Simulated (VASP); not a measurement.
Write the native input for VASP 6.6.1 that does the following.

| Property | Result |
| --- | --- |
| Task | single point |
| Functional | PBE |
| Potentials or basis | VASP PAW PBE potentials, release 64 (Co, Sn_d) |
| Cutoff | 520 eV |
| k mesh | 10 × 10 × 10 |
| Occupations | gaussian, width 0.05 eV |
| Spin | no spin polarisation |
| Dipole correction | no |
| Further INCAR settings | ALGO = Fast; EDIFF = 1e-07; NBANDS = 44 |

The structure of CoSn lies in POSCAR:

```
CoSn
1.0
    5.2956843792      0.0000000000      0.0000000000
   -2.6478421896      4.5861972028      0.0000000000
    0.0000000000      0.0000000000      4.2312016981
Co Sn
3 3
Direct
    0.0000000000      0.5000000000      0.0000000000
    0.5000000000      0.5000000000      0.0000000000
    0.5000000000      0.0000000000      0.0000000000
    0.6666666667      0.3333333333      0.5000000000
    0.3333333333      0.6666666667      0.5000000000
    0.0000000000      0.0000000000      0.0000000000
```

The input as run:

INCAR

```
SYSTEM = CoSn
ALGO = Fast
EDIFF = 1E-7
ENCUT = 520
GGA = PE
ISIF = 2
ISMEAR = 0
LASPH = .True.
LCHARG = .True.
LELF = .True.
LREAL = .False.
LVHAR = .True.
LWAVE = .False.
NBANDS = 44
NELM = 80
PREC = Accurate
SIGMA = 0.05
```

KPOINTS

```
k-points
0
Gamma
  10 10 10
  0 0 0
```

Potentials or basis: VASP PAW PBE potentials, release 64 (Co, Sn_d).

Run with:

```sh
$ cat potpaw_PBE.64/Co/POTCAR potpaw_PBE.64/Sn_d/POTCAR > POTCAR
$ mpirun -np 1 vasp_std > vasp.out
```

It gave:

- Pressure: -0.1 GPa

It took 11 min on 1 thread of Intel Xeon 6975P-C (shared host), peak memory 0.43 GiB.
